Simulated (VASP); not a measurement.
AlNi: single point with PBEsol

AlNi:

```
CELL_PARAMETERS angstrom
2.87309 0.00000 0.00000
0.00000 2.87309 0.00000
0.00000 0.00000 2.81942
ATOMIC_POSITIONS crystal
Al 0.50000 0.50000 0.50000
Ni 0.00000 0.00000 0.00000
```

This cell differs from its parent crystal: uniaxial strain along c: -1.5 %.

| Property | Result |
| --- | --- |
| Program | VASP 6.6.1 |
| Task | single point |
| Functional | PBEsol |
| Potentials or basis | VASP PAW PBE potentials, release 64 (Al, Ni) |
| Cutoff | 520 eV |
| k mesh | 18 × 18 × 18 |
| Occupations | gaussian, width 0.1 eV |
| Spin | no spin polarisation |
| Dipole correction | no |
| Further INCAR settings | ALGO = Fast; EDIFF = 1e-06; NBANDS = 14 |

| Quantity | Value |
| --- | --- |
| Pressure | 1.3 GPa |
| Band gap on the k mesh | zero (an odd number of electrons rules out a gap without spin polarisation) |

Stress tensor (GPa, compression positive):
```
0.75 0.00 0.00
0.00 0.75 0.00
0.00 0.00 2.30
```

Levels at points of the mesh, in eV from the Fermi level:
| k point | band 4 | band 5 | band 6 | band 7 | band 8 | band 9 | band 10 | band 11 |
| --- | --- | --- | --- | --- | --- | --- | --- | --- |
| (0.00, 0.00, 0.00) | -1.64 | -1.58 | -1.58 | 5.38 | 5.38 | 6.07 | 8.15 | 8.29 |
| (0.50, 0.00, 0.00) | -2.37 | -2.26 | -1.50 | -0.72 | 8.31 | 9.88 | 10.53 | 10.91 |
| (0.50, 0.50, 0.00) | -3.05 | -2.11 | -2.11 | -1.08 | 1.38 | 2.51 | 12.90 | 15.61 |
| (0.00, 0.00, 0.50) | -2.37 | -2.37 | -1.54 | -0.57 | 8.32 | 9.95 | 9.95 | 11.11 |
| (0.50, 0.00, 0.50) | -2.87 | -2.20 | -2.18 | -1.04 | 1.57 | 2.68 | 12.43 | 15.10 |
| (0.50, 0.50, 0.50) | -1.05 | -1.00 | 1.94 | 1.94 | 1.98 | 3.96 | 4.45 | 4.65 |

Wall time 100 s on 1 thread of AMD EPYC 9R45 96-Core Processor (Zen 5), on a shared host, peak memory 0.26 GiB.

Caveat: the cell differs from its parent crystal (uniaxial strain along c: -1.5 %); the PAW data sets were made with another functional, which shifts forces and pressure a little. Spin polarisation is off, so any magnetic state and its effect on volume and gap are missing.
